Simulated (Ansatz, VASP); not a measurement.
**Two plane-wave programs on W**

The input INCAR:

```
SYSTEM = W
PREC = Accurate ; ENCUT = 520
EDIFF = 1E-7 ; ISMEAR = 0
SIGMA = 0.15 ; LREAL = .FALSE.
LASPH = .TRUE. ; NELM = 60
ALGO = Fast ; ISIF = 2
LWAVE = .FALSE. ; LCHARG = .TRUE.
GGA = PE ; LELF = .TRUE.
LVHAR = .TRUE. ; NBANDS = 13
```

Contents of KPOINTS:

```
Automatic mesh
0
G
  26 26 26
  0 0 0
```

POSCAR

```
W
1.0
   -1.5917793224      1.5917793224      1.5440259427
    1.5917793224     -1.5917793224      1.5440259427
    1.5917793224      1.5917793224     -1.5440259427
W
1
Direct
    0.0000000000      0.0000000000      0.0000000000
```

Input for Ansatz:

```yaml
crystal:
  lattice:
    - [-1.5917793224, 1.5917793224, 1.5440259427]
    - [1.5917793224, -1.5917793224, 1.5440259427]
    - [1.5917793224, 1.5917793224, -1.5440259427]
  atoms:
    - { symbol: W, position: [0.0, 0.0, 0.0] }
basis:
  ecutwfc: 420
kpoints:
  mp_grid: { grid: [26, 26, 26] }
hamiltonian:
  xc: pbe
scf:
  occupations: { method: gaussian, width: 0.15 }
output:
  forces: true
  stress: true
  eigenvalues: true
```

Change from the starting cell: strain +0.000 along x and y, -0.030 along z, atoms carried along.

Alike in both runs: task single point; functional PBE; k mesh 26 × 26 × 26; occupations gaussian, width 0.15 eV; no spin polarisation.

|  | VASP | Ansatz |
| --- | --- | --- |
| version | VASP 6.6.1 | Ansatz 0.2.0 |
| potentials or method | VASP PAW PBE potentials, release 64 (W_sv), cutoff 520 eV | scalar-relativistic, plane waves, PAW |
| valence electrons in the cell | 14 | 14 |

```csv
,VASP,Ansatz,Ansatz less VASP
gap on the k mesh at the Fermi level (eV),none,none,-
pressure (GPa),10.6,10.0,-0.61
"traceless stress, the component that is largest in VASP (GPa)",6.91,6.92,+0.005
```

A gap of «none» marks a metal or a gap that the smearing closes. With one functional, cell and mesh, what is left measures potentials, basis and numerics.

Spin-orbit coupling is off throughout.
